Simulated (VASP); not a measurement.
# CdS (F-43m) in VASP: settings compared

Aim: see how the results for CdS move with the level of theory and the settings. Levels: r2SCAN-based global hybrid with 25 % exact exchange, r2SCAN-based global hybrid with 35 % exact exchange, PBE. Tasks: single point.

Everything below comes from runs of VASP 6.6.1. Logs are shortened: lines on timing, memory, paths and dates and some standing lists are left out, and cuts for length are marked.

**1. The cell of the first run**

It takes space group F-43m (No. 216, cubic). Conventional cell: a = 5.833 Å, b = 5.833 Å, c = 5.833 Å, α = 90.00°, β = 90.00°, γ = 90.00°. Cd (site symmetry -43m) has 4 S at 2.53 Å within 3.3 Å. Within 3.3 Å of S (site symmetry -43m) lie 4 Cd at 2.53 Å.

**2. Single point, r2SCAN-based global hybrid with 25 % exact exchange**

Input file POSCAR:

```
CdS
1.0
    0.0000000000      2.9165000000      2.9165000000
    2.9165000000      0.0000000000      2.9165000000
    2.9165000000      2.9165000000      0.0000000000
Cd S
1 1
Direct
    0.0000000000      0.0000000000      0.0000000000
    0.7500000000      0.7500000000      0.7500000000
```

Input file INCAR.step1:

```
SYSTEM = CdS
PREC     = Accurate       ! precision mode
ENCUT    = 520            ! plane-wave cutoff, eV
EDIFF    = 1E-5           ! SCF threshold, eV
ISMEAR   = -1             ! smearing method
SIGMA    = 0.05           ! smearing width, eV
LREAL    = .FALSE.        ! projectors in reciprocal space
LASPH    = .TRUE.         ! aspherical terms in the spheres
NELM     = 100            ! most SCF steps
ALGO     = Normal         ! electronic algorithm
ISIF     = 2              ! what is computed and relaxed
LWAVE    = .TRUE.         ! write WAVECAR
GGA      = PE             ! functional
NBANDS   = 16             ! bands
```

Input file INCAR.step2:

```
SYSTEM = CdS
PREC     = Accurate       ! precision mode
ENCUT    = 520            ! plane-wave cutoff, eV
EDIFF    = 1E-6           ! SCF threshold, eV
ISMEAR   = -1             ! smearing method
SIGMA    = 0.05           ! smearing width, eV
LREAL    = .FALSE.        ! projectors in reciprocal space
LASPH    = .TRUE.         ! aspherical terms in the spheres
NELM     = 100            ! most SCF steps
ALGO     = Normal         ! electronic algorithm
ISIF     = 2              ! what is computed and relaxed
LWAVE    = .FALSE.        ! write WAVECAR
LCHARG   = .TRUE.         ! write CHGCAR
METAGGA  = R2SCAN         ! meta-GGA
LHFCALC  = .TRUE.         ! exact exchange
AEXX     = 0.25           ! exact-exchange fraction
LMIXTAU  = .TRUE.       
PRECFOCK = Normal       
LELF     = .TRUE.         ! ELF
LVHAR    = .TRUE.       
ISTART   = 1            
NBANDS   = 16             ! bands
```

Input file KPOINTS:

```
Automatic mesh
0
G
  5 5 5
  0 0 0
```

Potentials or basis: VASP PAW PBE potentials, release 64 (Cd, S).

The run is started by

```console
cat potpaw_PBE.64/Cd/POTCAR potpaw_PBE.64/S/POTCAR > POTCAR
cp INCAR.step1 INCAR
mpirun -np 1 vasp_std > vasp.out
cp INCAR.step2 INCAR
mpirun -np 1 vasp_std > vasp.out
```

OUTCAR:

```text
SYSTEM = CdS
   PREC = Accurate
   ENCUT = 520
   EDIFF = 1E-6
   ISMEAR = -1
   LREAL = .FALSE.
   LASPH = .TRUE.
   NELM = 100
   ISIF = 2
   METAGGA = R2SCAN
   LHFCALC = .TRUE.
   AEXX = 0.25
   PRECFOCK = Normal
   ISTART = 1

 ion  position               nearest neighbor table
   1  0.000  0.000  0.000-   2 2.53   2 2.53   2 2.53   2 2.53
   2  0.750  0.750  0.750-   1 2.53   1 2.53   1 2.53   1 2.53

  LATTYP: Found a face centered cubic cell.
 ALAT       =     5.8330000000

  Lattice vectors:

 A1 = (   0.0000000000,   2.9165000000,   2.9165000000)
 A2 = (   2.9165000000,   0.0000000000,   2.9165000000)
 A3 = (   2.9165000000,   2.9165000000,   0.0000000000)

Analysis of symmetry for initial positions (statically):
=====================================================================
 Subroutine PRICEL returns:
 Original cell was already a primitive cell.

 Routine SETGRP: Setting up the symmetry group for a
 face centered cubic supercell.

 Subroutine GETGRP returns: Found 24 space group operations
 (whereof 24 operations were pure point group operations)
 out of a pool of 48 trial point group operations.

The static configuration has the point symmetry T_d .

Analysis of symmetry for dynamics (positions and initial velocities):
=====================================================================
 Subroutine PRICEL returns:
 Original cell was already a primitive cell.

 Routine SETGRP: Setting up the symmetry group for a
 face centered cubic supercell.

 Subroutine GETGRP returns: Found 24 space group operations
 (whereof 24 operations were pure point group operations)
 out of a pool of 48 trial point group operations.

The dynamic configuration has the point symmetry T_d .

 Subroutine INISYM returns: Found 24 space group operations
 (whereof 24 operations are pure point group operations),
 and found     1 'primitive' translations

----------------------------------------------------------------------------------------

                                     Primitive cell

  volume of cell :      49.6153

  direct lattice vectors                    reciprocal lattice vectors
     0.000000000  2.916500000  2.916500000    -0.171438368  0.171438368  0.171438368
     2.916500000  0.000000000  2.916500000     0.171438368 -0.171438368  0.171438368
     2.916500000  2.916500000  0.000000000     0.171438368  0.171438368 -0.171438368

  length of vectors
     4.124553855  4.124553855  4.124553855     0.296939964  0.296939964  0.296939964

  position of ions in fractional coordinates (direct lattice)
     0.000000000  0.000000000  0.000000000
     0.750000000  0.750000000  0.750000000

  ion indices of the primitive-cell ions
   primitive index   ion index
                 1           1
                 2           2

----------------------------------------------------------------------------------------

 KPOINTS: Automatic mesh

Automatic generation of k-mesh.
 Grid dimensions read from file:
 generate k-points for:    5    5    5

 Generating k-lattice:

  Cartesian coordinates                     Fractional coordinates (reciprocal lattice)
    -0.034287674  0.034287674  0.034287674     0.200000000  0.000000000  0.000000000
     0.034287674 -0.034287674  0.034287674     0.000000000  0.200000000  0.000000000
     0.034287674  0.034287674 -0.034287674     0.000000000  0.000000000  0.200000000

  Length of vectors
     0.059387993  0.059387993  0.059387993

  Shift w.r.t. Gamma in fractional coordinates (k-lattice)
     0.000000000  0.000000000  0.000000000

 Subroutine IBZKPT returns following result:
 ===========================================

 Found     10 irreducible k-points:

 Following reciprocal coordinates:
            Coordinates               Weight
  0.000000  0.000000  0.000000      1.000000
  0.200000  0.000000  0.000000      8.000000
  0.400000  0.000000  0.000000      8.000000
  0.200000  0.200000  0.000000      6.000000
  0.400000  0.200000  0.000000     24.000000
 -0.400000  0.200000  0.000000     24.000000
 -0.200000  0.200000  0.000000     12.000000
  0.400000  0.400000  0.000000      6.000000
 -0.400000  0.400000  0.000000     12.000000
 -0.400000  0.400000  0.200000     24.000000
   k-points           NKPTS =     10   k-points in BZ     NKDIM =    125   number of bands    NBANDS=     16
   number of dos      NEDOS =    301   number of ions     NIONS =      2
   total plane-waves  NPLWV =  32768
   dimension x,y,z NGX =    32 NGY =   32 NGZ =   32
   dimension x,y,z NGXF=    64 NGYF=   64 NGZF=   64
   ions per type =               1   1
   NGX,Y,Z   is equivalent  to a cutoff of  12.90, 12.90, 12.90 a.u.
   NGXF,Y,Z  is equivalent  to a cutoff of  25.80, 25.80, 25.80 a.u.
 SYSTEM =  CdS
   PREC   = accura    normal or accurate (medium, high low for compatibility)
   ISTART =      1    job   : 0-new  1-cont  2-samecut
   ICHARG =      0    charge: 1-file 2-atom 10-const
   ISPIN  =      1    spin polarized calculation?
   LNONCOLLINEAR =      F non collinear calculations
   LSORBIT =      F    spin-orbit coupling
   LASPH  =      T    aspherical Exc in radial PAW
   ENCUT  =  520.0 eV  38.22 Ry    6.18 a.u.   7.67  7.67  7.67*2*pi/ulx,y,z
   NELM   =    100;   NELMIN=  2; NELMDL=  0     # of ELM steps
   EDIFF  = 0.1E-05   stopping-criterion for ELM
   LREAL  =      F    real-space projection
   EDIFFG = 0.1E-04   stopping-criterion for IOM
   NSW    =      0    number of steps for IOM
   IBRION =     -1    ionic relax: 0-MD 1-quasi-New 2-CG
   NFREE  =      0    steps in history (QN), initial steepest desc. (CG)
   ISIF   =      2    stress and relaxation
   ISYM   =      3    0-nonsym 1-usesym 2-fastsym
   POTIM  = 0.5000    time-step for ionic-motion
   TEBEG  =    0.0;   TEEND  =   0.0 temperature during run
   PSTRESS=    0.0 pullay stress
   NELECT =      18.0000    total number of electrons
   NUPDOWN=      -1.0000    fix difference up-down
   EMIN   =  10.00;   EMAX   =-10.00  energy-range for DOS
   EFERMI =   0.00;   METHOD = LEGACY
   ISMEAR =    -1;   SIGMA  =   0.05  broadening in eV -4-tet -1-fermi 0-gaus
   EFERMI_NEDOS =   21; number of points for ismear=-14 and -15
   IALGO  =     38    algorithm
   IMIX   =      1    mixing-type and parameters
     AMIX     =   0.40;   BMIX     =  1.00
     AMIX_MAG =   1.60;   BMIX_MAG =  1.00
  volume/ion in A,a.u.               =      24.81       167.41
  Fermi-wavevector in a.u.,A,eV,Ry     =   1.167599  2.206442 18.548649  1.363287
  Thomas-Fermi vector in A             =   2.304097
   LORBIT       =      0    0 simple, 1 ext, 2 COOP (PROOUT), +10 PAW based schemes
   METAGGA = R2SCAN    functional components
   LHFCALC =     T    Hartree Fock is set to
   PRECFOCK=normal    Normal, Fast or Accurate (Low or Medium for compatibility)
   ENCUT4O =  -1.0   cutoff for four orbital integrals eV
   NKREDX  =     1    reduce k-point grid by
   NKREDY  =     1    reduce k-point grid by
   NKREDZ  =     1    reduce k-point grid by
   AEXX    =    0.2500 exact exchange contribution
   HFSCREEN=    0.0000 screening length (either q_TF or 0.3 A-1)
   HFSCREENC=   0.0000 screening length for correlation (either q_TF or 0.3 A-1)
   ENCUTFOCK=  -1.0 apply spherical cutoff to Coloumb kernel
   IVDW    =     0    specifies the selected vdW correction
   LEPSILON=     F    determine dielectric tensor
   LRPA    =     F    only Hartree local field effects (RPA)
 non-spin polarized calculation
  energy-cutoff  :      520.00
  volume of cell :       49.62
 maximum number of plane-waves:      1363
  NGX = 24; NGY = 24; NGZ = 24

 number of electron      18.0000004 magnetization

 Free energy of the ion-electron system (eV)
  ---------------------------------------------------
  ext. energy  EPLUGINS =         0.00000000
  ---------------------------------------------------
  free energy    TOTEN  =       -25.91805993 eV

  energy without entropy =      -25.91805993  energy(sigma->0) =      -25.91805993

 E-fermi :   1.2170     XC(G=0):  -7.5986

 val. band max:        0.1246794869   @ k =   0.0000   0.0000   0.0000
 cond. band min:       3.2385173675   @ k =   0.0000   0.0000   0.0000
 fundamental gap:      3.1138378807
 Fermi energy:         1.2169961079

 k-point     1 :       0.0000    0.0000    0.0000
  band No.  band energies     occupation
      1     -13.8011      2.00000
      2      -8.9553      2.00000
      3      -8.9553      2.00000
      4      -8.9553      2.00000
      5      -8.4529      2.00000
      6      -8.4529      2.00000
[... 8 lines left out ...]
     15      14.0171      0.00000
     16      14.0171      0.00000

 k-point     2 :       0.2000    0.0000    0.0000
  band No.  band energies     occupation
      1     -13.6411      2.00000
      2      -8.9027      2.00000
      3      -8.9027      2.00000
      4      -8.7802      2.00000
      5      -8.4529      2.00000
      6      -8.4529      2.00000
[... 8 lines left out ...]
     15      13.0052      0.00000
     16      13.8813      0.00000

 k-point     3 :       0.4000    0.0000    0.0000
  band No.  band energies     occupation
      1     -13.3846      2.00000
      2      -8.8370      2.00000
      3      -8.8370      2.00000
      4      -8.4270      2.00000
      5      -8.4270      2.00000
      6      -8.2089      2.00000
[... 8 lines left out ...]
     15      14.3684      0.00000
     16      14.3684      0.00000

 k-point     4 :       0.2000    0.2000    0.0000
  band No.  band energies     occupation
      1     -13.5888      2.00000
      2      -8.8451      2.00000
      3      -8.8451      2.00000
      4      -8.8097      2.00000
      5      -8.4784      2.00000
      6      -8.4241      2.00000
[... 8 lines left out ...]
     15      14.3062      0.00000
     16      16.6901      0.00000

 k-point     5 :       0.4000    0.2000    0.0000
  band No.  band energies     occupation
      1     -13.3679      2.00000
      2      -8.7996      2.00000
      3      -8.7599      2.00000
      4      -8.5657      2.00000
      5      -8.4039      2.00000
      6      -8.2608      2.00000
[... 8 lines left out ...]
     15      15.0460      0.00000
     16      15.8364      0.00000

 k-point     6 :      -0.4000    0.2000    0.0000
  band No.  band energies     occupation
      1     -13.2859      2.00000
      2      -8.7908      2.00000
      3      -8.7583      2.00000
      4      -8.4696      2.00000
      5      -8.4326      2.00000
      6      -7.9382      2.00000
[... 8 lines left out ...]
     15      14.1160      0.00000
     16      15.6155      0.00000

 k-point     7 :      -0.2000    0.2000    0.0000
  band No.  band energies     occupation
      1     -13.4509      2.00000
      2      -8.8387      2.00000
      3      -8.8211      2.00000
      4      -8.5352      2.00000
      5      -8.4725      2.00000
      6      -8.3644      2.00000
[... 8 lines left out ...]
     15      14.6864      0.00000
     16      16.0642      0.00000

 k-point     8 :       0.4000    0.4000    0.0000
  band No.  band energies     occupation
      1     -13.2559      2.00000
      2      -8.6933      2.00000
      3      -8.6398      2.00000
      4      -8.6398      2.00000
      5      -8.3770      2.00000
      6      -8.1109      2.00000
[... 8 lines left out ...]
     15      14.9153      0.00000
     16      17.3781      0.00000

 k-point     9 :      -0.4000    0.4000    0.0000
  band No.  band energies     occupation
      1     -13.2077      2.00000
      2      -8.7253      2.00000
      3      -8.6374      2.00000
      4      -8.5698      2.00000
      5      -8.3975      2.00000
      6      -7.8364      2.00000
[... 8 lines left out ...]
     15      15.0541      0.00000
     16      16.8062      0.00000

 k-point    10 :      -0.4000    0.4000    0.2000
  band No.  band energies     occupation
      1     -13.2382      2.00000
      2      -8.7271      2.00000
      3      -8.7131      2.00000
      4      -8.5231      2.00000
      5      -8.4239      2.00000
      6      -7.8830      2.00000
[... 8 lines left out ...]
     15      15.0157      0.00000
     16      16.7502      0.00000

------------------------ aborting loop because EDIFF is reached ----------------------------------------

  FORCE on cell =-STRESS in cart. coord.  units (eV):
  Direction    XX          YY          ZZ          XY          YZ          ZX
  --------------------------------------------------------------------------------------
  -------------------------------------------------------------------------------------
  Total        0.3359197      0.3359197      0.3359197     -0.0000000     -0.0000000     -0.0000000
  in kB       10.8475128     10.8475128     10.8475128     -0.0000000     -0.0000000     -0.0000000
  external PRESSURE =      10.8475128 kB  Pullay stress =       0.0000000 kB

 VOLUME and BASIS-vectors are now :
 -----------------------------------------------------------------------------
  energy-cutoff  :      520.00
  volume of cell :       49.62
      direct lattice vectors                 reciprocal lattice vectors
     0.000000000  2.916500000  2.916500000    -0.171438368  0.171438368  0.171438368
     2.916500000  0.000000000  2.916500000     0.171438368 -0.171438368  0.171438368
     2.916500000  2.916500000  0.000000000     0.171438368  0.171438368 -0.171438368

 POSITION                                       TOTAL-FORCE (eV/Angst)
 -----------------------------------------------------------------------------------
      0.00000      0.00000      0.00000        -0.000000     -0.000000      0.000000
      4.37475      4.37475      4.37475         0.000000      0.000000     -0.000000
 -----------------------------------------------------------------------------------
    total drift:                               -0.000348     -0.000230     -0.000188

  FREE ENERGIE OF THE ION-ELECTRON SYSTEM (eV)
  ---------------------------------------------------
  free  energy   TOTEN  =       -25.9180599293 eV

  energy  without entropy=      -25.9180599293  energy(sigma->0) =      -25.91805993
```

Run time: 8.1 min. Hardware: 1 thread of Intel Xeon Platinum 8488C (Sapphire Rapids), shared host; peak memory 0.2 GiB.

Results:

- Free energy: -25.9181 eV
- Pressure: 1.1 GPa
- Band gap on the k mesh: 3.11 eV

Levels at points of the mesh, in eV from the valence-band top:
```csv
k point,band 6,band 7,band 8,band 9,band 10,band 11,band 12,band 13
"(0.00, 0.00, 0.00)",-8.58,0.00,0.00,0.00,3.11,8.78,8.78,8.78
```

Caveat: the PAW data sets were made with another functional, which shifts forces and pressure a little.

[end of part 1 of 2]
